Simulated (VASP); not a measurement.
Write the native input for VASP 6.6.1 that does the following.

```
Task                   : single point
Functional             : LDA
Potentials or basis    : VASP PAW LDA potentials, release 64 (Pb_d, S)
Cutoff                 : 520 eV
k mesh                 : 8 × 8 × 8
Occupations            : fermi-dirac, width 0.0174 eV
Spin                   : no spin polarisation
Dipole correction      : no
Further INCAR settings : ALGO = Normal; EDIFF = 1e-06; NBANDS = 17
```

The structure of PbS lies in POSCAR:

```
PbS
1.0
    0.0000000000      2.9864585700      2.9864585700
    2.9864585700      0.0000000000      2.9864585700
    2.9864585700      2.9864585700      0.0000000000
Pb S
1 1
Direct
    0.0000000000      0.0000000000      0.0000000000
    0.5000000000      0.5000000000      0.5000000000
```

One way to write it, as run:

INCAR

```
  ALGO = Normal
  EDIFF = 1E-6
  ENCUT = 520
  ISIF = 2
  ISMEAR = -1
  LASPH = T
  LCHARG = F
  LREAL = F
  LWAVE = F
  NBANDS = 17
  NELM = 60
  PREC = Accurate
  SIGMA = 0.0174
```

KPOINTS

```
k-points
0
Gamma
  8 8 8
```

Potentials or basis: VASP PAW LDA potentials, release 64 (Pb_d, S).

Run with:

```sh
$ cat potpaw_LDA.64/Pb_d/POTCAR potpaw_LDA.64/S/POTCAR > POTCAR
$ mpirun -np 1 vasp_std > vasp.out
```

It gave:

```yaml
Pressure: -3.6 GPa
Band_gap_on_the_k_mesh: 0.28 eV, direct
```

Caveat: spin-orbit coupling is left out, which moves the levels of the heavy elements.

Wall time 25 s on 1 thread of Intel Xeon 8259CL, with other jobs on the host, peak memory 0.16 GiB.
